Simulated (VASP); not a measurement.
Wanted: the native input for a VASP 6.6.1 run.

```yaml
Task: single point
Functional: PBE
Potentials_or_basis: VASP PAW PBE potentials, release 64 (Hf_pv, O)
Cutoff: 520 eV
k_mesh: 6 × 6 × 6
Occupations: gaussian, width 0.01 eV
Spin: no spin polarisation
Dipole_correction: no
Further_INCAR_settings: ALGO = Normal; EDIFF = 1e-06; NBANDS = 18
```

The structure of HfO2 lies in POSCAR:

```
HfO2
1.0
    0.0000000000      2.4280150265      2.4280150265
    2.4280150265      0.0000000000      2.4280150265
    2.4280150265      2.4280150265      0.0000000000
Hf O
1 2
Direct
    0.0000000000      0.0000000000      0.0000000000
    0.2500000000      0.2500000000      0.2500000000
    0.7500000000      0.7500000000      0.7500000000
```

This cell differs from its parent crystal: strain -4.0%.

One way to write it, as run:

INCAR

```
SYSTEM = HfO2
PREC     = Accurate       ! precision mode
ENCUT    = 520            ! plane-wave cutoff, eV
EDIFF    = 1E-6           ! SCF threshold, eV
ISMEAR   = 0              ! smearing method
SIGMA    = 0.01           ! smearing width, eV
LREAL    = .FALSE.        ! projectors in reciprocal space
LASPH    = .TRUE.         ! aspherical terms in the spheres
NELM     = 60             ! most SCF steps
ALGO     = Normal         ! electronic algorithm
ISIF     = 2              ! what is computed and relaxed
LWAVE    = .FALSE.        ! write WAVECAR
LCHARG   = .TRUE.         ! write CHGCAR
GGA      = PE             ! functional
LELF     = .TRUE.         ! ELF
LVHAR    = .TRUE.       
NBANDS   = 18             ! bands
```

KPOINTS

```
Automatic mesh
0
G
  6 6 6
  0 0 0
```

Potentials or basis: VASP PAW PBE potentials, release 64 (Hf_pv, O).

Launch:

```console
$ cat potpaw_PBE.64/Hf_pv/POTCAR potpaw_PBE.64/O/POTCAR > POTCAR
$ mpirun -np 1 vasp_std > vasp.out
```

Results of the run:

- Pressure: 43.6 GPa
- Band gap on the k mesh: 4.15 eV, direct

Caveat: the cell differs from its parent crystal (strain -4.0%); spin-orbit coupling is left out, which moves the levels of the heavy elements.

It took 15 s on 1 thread of Intel Xeon 8259CL (shared host), peak memory 0.16 GiB.
